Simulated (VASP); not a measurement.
**CsPbCl3: single point with LDA**

The system is CsPbCl3.

```
CELL_PARAMETERS angstrom
5.60500 0.00000 0.00000
0.00000 5.60500 0.00000
0.00000 0.00000 5.60500
ATOMIC_POSITIONS crystal
Cs 0.00000 0.00000 0.00000
Pb 0.50000 0.50000 0.50000
Cl 0.00000 0.50000 0.50000
Cl 0.50000 0.00000 0.50000
Cl 0.50000 0.50000 0.00000
```

| Item | Value |
| --- | --- |
| Program | VASP 6.6.1 |
| Task | single point |
| Functional | LDA |
| Potentials or basis | VASP PAW LDA potentials, release 64 (Cs_sv, Pb_d, Cl) |
| Cutoff | 520 eV |
| k mesh | 6 × 6 × 6 |
| Occupations | gaussian, width 0.05 eV |
| Spin | no spin polarisation |

| Property | Result |
| --- | --- |
| Pressure | -1.2 GPa |
| Band gap on the k mesh | 1.71 eV, direct |

Levels at points of the mesh, in eV from the valence-band top:
| k point | band 20 | band 21 | band 22 | band 23 | band 24 | band 25 |
| --- | --- | --- | --- | --- | --- | --- |
| (0.00, 0.00, 0.00) | -2.51 | -2.51 | -2.51 | 2.96 | 4.01 | 4.01 |
| (0.50, 0.00, 0.00) | -2.63 | -2.63 | -1.69 | 2.85 | 4.38 | 4.96 |
| (0.50, 0.50, 0.00) | -2.75 | -2.19 | -0.82 | 2.33 | 2.33 | 4.75 |
| (0.50, 0.50, 0.50) | -2.18 | -2.18 | 0.00 | 1.71 | 1.71 | 1.71 |

It took 2.6 min on 1 thread of Oxide Virtual Turin-like Processor (shared host), peak memory 0.24 GiB.

Caveat: spin-orbit coupling is left out, which moves the levels of the heavy elements. A k mesh can miss the band edges.
